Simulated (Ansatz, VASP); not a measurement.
## Two plane-wave programs on BN

File POSCAR:

```
BN
1.0
    2.3936019098      0.0000000000      0.0000000000
   -1.1968009549      2.0729200604      0.0000000000
    0.0000000000      0.0000000000      3.9591348069
B N
2 2
Direct
    0.6666666667      0.3333333333      0.0007834492
    0.3333333333      0.6666666667      0.5007834492
    0.6666666667      0.3333333333      0.3742165508
    0.3333333333      0.6666666667      0.8742165508
```

The input INCAR.step1:

```
SYSTEM = BN
PREC     = Accurate       ! precision mode
ENCUT    = 520            ! plane-wave cutoff, eV
EDIFF    = 1E-5           ! SCF threshold, eV
ISMEAR   = 0              ! smearing method
SIGMA    = 0.01           ! smearing width, eV
LREAL    = .False.        ! projectors in reciprocal space
LASPH    = .True.         ! aspherical terms in the spheres
NELM     = 60             ! most SCF steps
ALGO     = Normal         ! electronic algorithm
ISIF     = 2              ! what is computed and relaxed
LWAVE    = .True.         ! write WAVECAR
LCHARG   = .False.        ! write CHGCAR
GGA      = PE             ! functional
NBANDS   = 16             ! bands
```

File INCAR.step2:

```
SYSTEM = BN
PREC     = Accurate       ! precision mode
ENCUT    = 520            ! plane-wave cutoff, eV
EDIFF    = 1E-6           ! SCF threshold, eV
ISMEAR   = 0              ! smearing method
SIGMA    = 0.01           ! smearing width, eV
LREAL    = .False.        ! projectors in reciprocal space
LASPH    = .True.         ! aspherical terms in the spheres
NELM     = 60             ! most SCF steps
ALGO     = Normal         ! electronic algorithm
ISIF     = 2              ! what is computed and relaxed
LWAVE    = .False.        ! write WAVECAR
LCHARG   = .False.        ! write CHGCAR
GGA      = PE             ! functional
LHFCALC  = .True.         ! exact exchange
HFSCREEN = 0.2079         ! screening, 1/A
PRECFOCK = Normal       
ISTART   = 1            
NBANDS   = 16             ! bands
```

KPOINTS

```
Automatic mesh
0
Gamma
  9 9 4
  0 0 0
```

Input for Ansatz:

```yaml
crystal:
  lattice:
    - [2.3936019098, 0.0, 0.0]
    - [-1.1968009549, 2.0729200604, 0.0]
    - [0.0, 0.0, 3.9591348069]
  atoms:
    - { symbol: B, position: [0.6666666667, 0.3333333333, 0.0007834492] }
    - { symbol: B, position: [0.3333333333, 0.6666666667, 0.5007834492] }
    - { symbol: "N", position: [0.6666666667, 0.3333333333, 0.3742165508] }
    - { symbol: "N", position: [0.3333333333, 0.6666666667, 0.8742165508] }
kpoints:
  mp_grid: { grid: [9, 9, 4] }
  band_path:
    path:
      - [0.0, 0.0, 0.0]
      - [0.5, 0.0, 0.0]
      - [0.3333333333, 0.3333333333, 0.0]
      - [0.0, 0.0, 0.5]
      - [0.5, 0.0, 0.5]
      - [0.3333333333, 0.3333333333, 0.5]
      - [0.1, 0.0, 0.0]
    npoints: 1
hamiltonian:
  xc: hse06
scf:
  occupations: { method: fixed }
  n_extra_bands: 5
output:
  forces: true
  stress: true
  eigenvalues: true
  write_density: true
  write_potential: true
  elf: true
  volumetric_format: npy
```

Change from the starting cell: hydrostatic strain -5.9%.

Alike in both runs: task single point; functional HSE06; k mesh 9 × 9 × 4; no spin polarisation.

|  | VASP | Ansatz |
| --- | --- | --- |
| version | VASP 6.6.1 | Ansatz 0.2.0 |
| potentials or method | VASP PAW PBE potentials, release 64 (B, N) | plane waves, PAW |
| plane-wave cutoff (eV) | 520 | 420 |
| occupations | gaussian, width 0.01 eV | fixed |
| valence electrons in the cell | 16 | 16 |

```tsv
	VASP	Ansatz	Ansatz less VASP
gap on the k mesh at the Fermi level (eV)	6.07	6.10	+0.030
pressure (GPa)	95.4	94.2	-1.17
traceless stress, the component that is largest in VASP (GPa)	1.52	1.48	-0.041
rms of the force components (eV/Å)	0.009	0.010	+0.0019
```

Atom by atom the forces differ by 0.002 eV/Å (rms over components). Both programs put the cell under a high pressure, so it lies far from rest at this level. Ansatz's warnings: stress exchange threshold loose, stress scf threshold loose.

Noted on VASP's run: the cell as given lies far from equilibrium.
